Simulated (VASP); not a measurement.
# Fe (Fd-3m) in VASP: notebook

Fe is run at these levels: PBE; tasks: single point.

Program: VASP 6.6.1. These are calculated values, not measurements. Logs are shortened: lines on timing, memory, paths and dates and some standing lists are left out, and cuts for length are marked.

## (1) The cell of the first run

Symmetry: Fd-3m, No. 227, cubic system. Conventional cell: a = 4.810 Å, b = 4.810 Å, c = 4.810 Å, α = 90.00°, β = 90.00°, γ = 90.00°. Fe (site symmetry -43m) has 4 Fe at 2.08 Å within 2.8 Å.

## (2) Single point, PBE (volume scaled by 0.96)

Input file INCAR:

```
SYSTEM = Fe
  PREC = Accurate
  ENCUT = 520
  EDIFF = 1E-6
  ISMEAR = -1
  SIGMA = 0.1
  LREAL = .FALSE.
  LASPH = .TRUE.
  NELM = 100
  ALGO = Normal
  ISIF = 2
  LWAVE = .FALSE.
  LCHARG = .FALSE.
  GGA = PE
  NBANDS = 15
```

Input file KPOINTS:

```
regular mesh
0
G
  13 13 13
  0 0 0
```

Input file POSCAR:

```
Fe
1.0
    0.0000000000      2.4048521228      2.4048521228
    2.4048521228      0.0000000000      2.4048521228
    2.4048521228      2.4048521228      0.0000000000
Fe
2
Direct
    0.1250000000      0.1250000000      0.1250000000
    0.8750000000      0.8750000000      0.8750000000
```

Potentials or basis: VASP PAW PBE potentials, release 64 (Fe).

Launch:

```console
> cat potpaw_PBE.64/Fe/POTCAR > POTCAR
> mpirun -np 1 vasp_std > vasp.out
```

OUTCAR:

```text
SYSTEM = Fe
   PREC = Accurate
   ENCUT = 520
   EDIFF = 1E-6
   ISMEAR = -1
   LREAL = .FALSE.
   LASPH = .TRUE.
   NELM = 100
   ISIF = 2
   GGA = PE

 ion  position               nearest neighbor table
   1  0.125  0.125  0.125-   2 2.08   2 2.08   2 2.08   2 2.08
   2  0.875  0.875  0.875-   1 2.08   1 2.08   1 2.08   1 2.08

  LATTYP: Found a face centered cubic cell.
 ALAT       =     4.8097042456

  Lattice vectors:

 A1 = (   0.0000000000,   2.4048521228,   2.4048521228)
 A2 = (   2.4048521228,   0.0000000000,   2.4048521228)
 A3 = (   2.4048521228,   2.4048521228,   0.0000000000)

Analysis of symmetry for initial positions (statically):
=====================================================================
 Subroutine PRICEL returns:
 Original cell was already a primitive cell.

 Routine SETGRP: Setting up the symmetry group for a
 face centered cubic supercell.

 Subroutine GETGRP returns: Found 48 space group operations
 (whereof 12 operations were pure point group operations)
 out of a pool of 48 trial point group operations.

The static configuration has the point symmetry D_3d.
 The point group associated with its full space group is O_h .

Analysis of symmetry for dynamics (positions and initial velocities):
=====================================================================
 Subroutine PRICEL returns:
 Original cell was already a primitive cell.

 Routine SETGRP: Setting up the symmetry group for a
 face centered cubic supercell.

 Subroutine GETGRP returns: Found 48 space group operations
 (whereof 12 operations were pure point group operations)
 out of a pool of 48 trial point group operations.

The dynamic configuration has the point symmetry D_3d.
 The point group associated with its full space group is O_h .

 Subroutine INISYM returns: Found 48 space group operations
 (whereof 12 operations are pure point group operations),
 and found     1 'primitive' translations

----------------------------------------------------------------------------------------

                                     Primitive cell

  volume of cell :      27.8160

  direct lattice vectors                    reciprocal lattice vectors
     0.000000000  2.404852123  2.404852123    -0.207912992  0.207912992  0.207912992
     2.404852123  0.000000000  2.404852123     0.207912992 -0.207912992  0.207912992
     2.404852123  2.404852123  0.000000000     0.207912992  0.207912992 -0.207912992

  length of vectors
     3.400974488  3.400974488  3.400974488     0.360115866  0.360115866  0.360115866

  position of ions in fractional coordinates (direct lattice)
     0.125000000  0.125000000  0.125000000
     0.875000000  0.875000000  0.875000000

  ion indices of the primitive-cell ions
   primitive index   ion index
                 1           1
                 2           2

----------------------------------------------------------------------------------------

 KPOINTS: regular mesh

Automatic generation of k-mesh.
 Grid dimensions read from file:
 generate k-points for:   13   13   13

 Generating k-lattice:

  Cartesian coordinates                     Fractional coordinates (reciprocal lattice)
    -0.015993307  0.015993307  0.015993307     0.076923077  0.000000000  0.000000000
     0.015993307 -0.015993307  0.015993307     0.000000000  0.076923077  0.000000000
     0.015993307  0.015993307 -0.015993307     0.000000000  0.000000000  0.076923077

  Length of vectors
     0.027701220  0.027701220  0.027701220

  Shift w.r.t. Gamma in fractional coordinates (k-lattice)
     0.000000000  0.000000000  0.000000000

 Subroutine IBZKPT returns following result:
 ===========================================

 Found     84 irreducible k-points:

 Following reciprocal coordinates:
            Coordinates               Weight
  0.000000  0.000000  0.000000      1.000000
  0.076923  0.000000  0.000000      8.000000
  0.153846  0.000000  0.000000      8.000000
  0.230769  0.000000  0.000000      8.000000
  0.307692  0.000000  0.000000      8.000000
  0.384615  0.000000  0.000000      8.000000
[... 16 lines left out ...]
  0.384615  0.153846  0.000000     24.000000
  0.461538  0.153846  0.000000     24.000000
 [... further k-points ...]
   k-points           NKPTS =     84   k-points in BZ     NKDIM =     84   number of bands    NBANDS=     15
   number of dos      NEDOS =    301   number of ions     NIONS =      2
   total plane-waves  NPLWV =  21952
   dimension x,y,z NGX =    28 NGY =   28 NGZ =   28
   dimension x,y,z NGXF=    56 NGYF=   56 NGZF=   56
   ions per type =               2
   NGX,Y,Z   is equivalent  to a cutoff of  13.69, 13.69, 13.69 a.u.
   NGXF,Y,Z  is equivalent  to a cutoff of  27.37, 27.37, 27.37 a.u.
 SYSTEM =  Fe
   PREC   = accura    normal or accurate (medium, high low for compatibility)
   ISTART =      0    job   : 0-new  1-cont  2-samecut
   ICHARG =      2    charge: 1-file 2-atom 10-const
   ISPIN  =      1    spin polarized calculation?
   LNONCOLLINEAR =      F non collinear calculations
   LSORBIT =      F    spin-orbit coupling
   LASPH  =      T    aspherical Exc in radial PAW
   ENCUT  =  520.0 eV  38.22 Ry    6.18 a.u.   6.32  6.32  6.32*2*pi/ulx,y,z
   NELM   =    100;   NELMIN=  2; NELMDL= -5     # of ELM steps
   EDIFF  = 0.1E-05   stopping-criterion for ELM
   LREAL  =      F    real-space projection
   EDIFFG = 0.1E-04   stopping-criterion for IOM
   NSW    =      0    number of steps for IOM
   IBRION =     -1    ionic relax: 0-MD 1-quasi-New 2-CG
   NFREE  =      0    steps in history (QN), initial steepest desc. (CG)
   ISIF   =      2    stress and relaxation
   ISYM   =      2    0-nonsym 1-usesym 2-fastsym
   POTIM  = 0.5000    time-step for ionic-motion
   TEBEG  =    0.0;   TEEND  =   0.0 temperature during run
   PSTRESS=    0.0 pullay stress
   NELECT =      16.0000    total number of electrons
   NUPDOWN=      -1.0000    fix difference up-down
   EMIN   =  10.00;   EMAX   =-10.00  energy-range for DOS
   EFERMI =   0.00;   METHOD = LEGACY
   ISMEAR =    -1;   SIGMA  =   0.10  broadening in eV -4-tet -1-fermi 0-gaus
   EFERMI_NEDOS =   21; number of points for ismear=-14 and -15
   IALGO  =     38    algorithm
   IMIX   =      4    mixing-type and parameters
     AMIX     =   0.40;   BMIX     =  1.00
     AMIX_MAG =   1.60;   BMIX_MAG =  1.00
  volume/ion in A,a.u.               =      13.91        93.86
  Fermi-wavevector in a.u.,A,eV,Ry     =   1.361496  2.572855 25.220739  1.853672
  Thomas-Fermi vector in A             =   2.488067
   LORBIT       =      0    0 simple, 1 ext, 2 COOP (PROOUT), +10 PAW based schemes
   GGA     = PE    functional components
   LHFCALC =     F    Hartree Fock is set to
   AEXX    =    0.0000 exact exchange contribution
   IVDW    =     0    specifies the selected vdW correction
   LEPSILON=     F    determine dielectric tensor
   LRPA    =     F    only Hartree local field effects (RPA)
 non-spin polarized calculation
  energy-cutoff  :      520.00
  volume of cell :       27.82
 maximum number of plane-waves:       763
 NGX is ok and might be reduce to    28
   NGX = 13   NGY = 13   NGZ = 13

 number of electron      16.0000006 magnetization

 Free energy of the ion-electron system (eV)
  ---------------------------------------------------
  ext. energy  EPLUGINS =         0.00000000
  ---------------------------------------------------
  free energy    TOTEN  =       -14.02150320 eV

  energy without entropy =      -13.94150633  energy(sigma->0) =      -13.98150477

 E-fermi :   3.9457     XC(G=0): -11.7187

 val. band max:        3.9343098802   @ k =   0.3846   0.0000   0.0000
 cond. band min:       3.9525171269   @ k =   0.2308   0.2308   0.0000
 fundamental gap:      0.0182072467
 Fermi energy:         3.9456883921

 k-point     1 :       0.0000    0.0000    0.0000
  band No.  band energies     occupation
      1      -2.9026      2.00000
      2       1.0477      2.00000
      3       1.0477      2.00000
      4       1.3922      2.00000
      5       1.3922      2.00000
      6       1.3922      2.00000
      7       3.5271      1.97005
      8       3.5271      1.97005
      9       3.5271      1.97005
     10       5.2460      0.00000
     11       5.2460      0.00000
     12      18.6214      0.00000
     13      18.6214      0.00000
     14      18.6214      0.00000
     15      18.8738      0.00000

 k-point     2 :       0.0769    0.0000    0.0000
  band No.  band energies     occupation
      1      -2.7767      2.00000
      2       0.9768      2.00000
      3       0.9768      2.00000
      4       1.3995      2.00000
      5       1.4974      2.00000
      6       1.4974      2.00000
      7       3.4565      1.98510
      8       3.5168      1.97294
      9       3.5168      1.97294
     10       5.2453      0.00000
     11       5.2453      0.00000
     12      16.3344      0.00000
     13      17.7777      0.00000
     14      17.7777      0.00000
     15      19.2021      0.00000

 k-point     3 :       0.1538    0.0000    0.0000
  band No.  band energies     occupation
      1      -2.4070      2.00000
      2       0.8863      2.00000
      3       0.8863      2.00000
      4       1.4292      2.00000
      5       1.6682      2.00000
      6       1.6682      2.00000
      7       3.2540      1.99802
      8       3.5093      1.97486
      9       3.5093      1.97486
     10       5.2384      0.00000
     11       5.2384      0.00000
     12      13.9032      0.00000
     13      16.9523      0.00000
     14      16.9523      0.00000
     15      18.5390      0.00000
[... 343 lines left out ...]
 k-point    23 :       0.3846    0.1538    0.0000
  band No.  band energies     occupation
      1      -0.4682      2.00000
      2       0.4501      2.00000
      3       1.4123      2.00000
      4       1.5000      2.00000
      5       1.5232      2.00000
      6       2.1049      2.00000
      7       2.4930      2.00000
      8       3.8291      1.52476
      9       4.1145      0.31208
     10       4.7739      0.00051
     11       5.3751      0.00000
     12       9.0192      0.00000
     13      13.1200      0.00000
     14      13.9346      0.00000
     15      16.1718      0.00000

 k-point    24 :       0.4615    0.1538    0.0000
  band No.  band energies     occupation
      1       0.1831      2.00000
      2       0.5133      2.00000
      3       1.3163      2.00000
      4       1.4259      2.00000
      5       1.5858      2.00000
      6       2.0494      2.00000
      7       2.6778      1.99999
      8       4.0419      0.55310
      9       4.0788      0.41801
     10       4.8949      0.00015
     11       5.2845      0.00000
     12       7.3873      0.00000
     13      13.0280      0.00000
     14      13.1327      0.00000
     15      16.1186      0.00000

 [... further k-points ...]
[... 5 lines left out ...]
  --------------------------------------------------------------------------------------
  -------------------------------------------------------------------------------------
  Total        0.8751649      0.8751649      0.8751649     -0.0000000      0.0000000      0.0000000
  in kB       50.4086815     50.4086815     50.4086815     -0.0000000      0.0000000      0.0000000
  external PRESSURE =      50.4086815 kB  Pullay stress =       0.0000000 kB

 VOLUME and BASIS-vectors are now :
 -----------------------------------------------------------------------------
  energy-cutoff  :      520.00
  volume of cell :       27.82
      direct lattice vectors                 reciprocal lattice vectors
     0.000000000  2.404852123  2.404852123    -0.207912992  0.207912992  0.207912992
     2.404852123  0.000000000  2.404852123     0.207912992 -0.207912992  0.207912992
     2.404852123  2.404852123  0.000000000     0.207912992  0.207912992 -0.207912992

 POSITION                                       TOTAL-FORCE (eV/Angst)
 -----------------------------------------------------------------------------------
      0.60121      0.60121      0.60121         0.000000     -0.000000     -0.000000
      4.20849      4.20849      4.20849        -0.000000      0.000000      0.000000
 -----------------------------------------------------------------------------------
    total drift:                                0.000000     -0.000000     -0.000000

  FREE ENERGIE OF THE ION-ELECTRON SYSTEM (eV)
  ---------------------------------------------------
  free  energy   TOTEN  =       -14.0215032005 eV

  energy  without entropy=      -13.9415063303  energy(sigma->0) =      -13.98150477
```

It used 27 s of CPU time on 1 thread of Intel Xeon 6975P-C, on a shared host.

Results:

```
Free energy            : -14.0215 eV
Pressure               : 5.0 GPa
Band gap on the k mesh : zero (band 8 reaches 4.33 eV, above the bottom of band 9 at 3.51 eV)
```

Caveat: the cell differs from its parent crystal (volume scaled by 0.96); the run has no spin polarisation, though such a crystal can be magnetic.

## (3) Single point, PBE

This run uses another cell than the first one, of 14.49 Å³/atom, 1.042 times its volume.

Input file INCAR:

```
SYSTEM = Fe
PREC     = Accurate       ! precision mode
ENCUT    = 520            ! plane-wave cutoff, eV
EDIFF    = 1E-7           ! SCF threshold, eV
ISMEAR   = -1             ! smearing method
SIGMA    = 0.1            ! smearing width, eV
LREAL    = .FALSE.        ! projectors in reciprocal space
LASPH    = .TRUE.         ! aspherical terms in the spheres
NELM     = 100            ! most SCF steps
ALGO     = Normal         ! electronic algorithm
ISIF     = 2              ! what is computed and relaxed
LWAVE    = .FALSE.        ! write WAVECAR
LCHARG   = .FALSE.        ! write CHGCAR
GGA      = PE             ! functional
NBANDS   = 15             ! bands
```

KPOINTS is that of step 2.

Input file POSCAR:

```
Fe
1.0
    0.0000000000      2.4377993968      2.4377993968
    2.4377993968      0.0000000000      2.4377993968
    2.4377993968      2.4377993968      0.0000000000
Fe
2
Direct
    0.1250000000      0.1250000000      0.1250000000
    0.8750000000      0.8750000000      0.8750000000
```

Potentials or basis: VASP PAW PBE potentials, release 64 (Fe).

Launch:

```console
> cat potpaw_PBE.64/Fe/POTCAR > POTCAR
> mpirun -np 1 vasp_std > vasp.out
```

It took 49 s on 1 thread of Intel Xeon 6975P-C, shared host; peak memory 0.17 GiB.

Results (log left out):

- Free energy: -14.0337 eV
- Pressure: -1.4 GPa
- Band gap on the k mesh: zero (band 8 reaches 3.96 eV, above the bottom of band 9 at 3.18 eV)

Levels at points of the mesh, in eV from the Fermi level:
| k point | band 4 | band 5 | band 6 | band 7 | band 8 | band 9 | band 10 | band 11 | band 12 | band 13 |
| --- | --- | --- | --- | --- | --- | --- | --- | --- | --- | --- |
| (0.00, 0.00, 0.00) | -2.44 | -2.44 | -2.44 | -0.40 | -0.40 | -0.40 | 1.22 | 1.22 | 14.26 | 14.26 |

Caveat: the run has no spin polarisation, though such a crystal can be magnetic. Spin polarisation is off, so any magnetic state and its effect on volume and gap are missing.

## (4) Single point, PBE (volume scaled by 1.04)

Input file INCAR:

```
SYSTEM = Fe
PREC = Accurate
ENCUT = 520
EDIFF = 1E-7
ISMEAR = -1
SIGMA = 0.1
LREAL = .False.
LASPH = .True.
NELM = 100
ALGO = Normal
ISIF = 2
LWAVE = .False.
LCHARG = .False.
GGA = PE
NBANDS = 15
```

Input file KPOINTS:

```
regular mesh
0
Gamma
  13 13 13
  0 0 0
```

Input file POSCAR:

```
Fe
1.0
    0.0000000000      2.4698793835      2.4698793835
    2.4698793835      0.0000000000      2.4698793835
    2.4698793835      2.4698793835      0.0000000000
Fe
2
Direct
    0.1250000000      0.1250000000      0.1250000000
    0.8750000000      0.8750000000      0.8750000000
```

Launch:

```console
> cat potpaw_PBE.64/Fe/POTCAR > POTCAR
> mpirun -np 1 vasp_std > vasp.out
```

It used 32 s of CPU time on 1 thread of Intel Xeon 6975P-C, with other jobs on the host.

The run converged. Its results:

* Free energy: -14.0038 eV
* Pressure: -6.6 GPa
* Band gap on the k mesh: zero (band 8 reaches 3.62 eV, above the bottom of band 9 at 2.87 eV)

Levels at points of the mesh, in eV from the Fermi level:
```tsv
k point	band 6	band 7	band 8	band 9	band 10	band 11
(0.00, 0.00, 0.00)	-2.34	-0.38	-0.38	-0.38	1.15	1.15
```

Caveat: the cell differs from its parent crystal (volume scaled by 1.04); the run has no spin polarisation, though such a crystal can be magnetic. Spin polarisation is off, so any magnetic state and its effect on volume and gap are missing.

## (5) Overview

| cell | gap on the mesh (eV) | pressure (GPa) |
| --- | --- | --- |
| a = 3.401 Å, angles 60.0°, 2 atoms | none | 5.0 |
| a = 3.448 Å, angles 60.0°, 2 atoms | none | -1.4 |
| a = 3.493 Å, angles 60.0°, 2 atoms | none | -6.6 |

Alike in all rows: task single point; level PBE; potentials or basis VASP PAW PBE potentials, release 64 (Fe); no spin polarisation; k mesh 13 × 13 × 13; cutoff (eV) 520; smearing fermi-dirac 0.1 eV.

Caveats: the run has no spin polarisation, though such a crystal can be magnetic.

Total energies depend on the potentials used, so only differences within one code and one set of settings carry meaning.
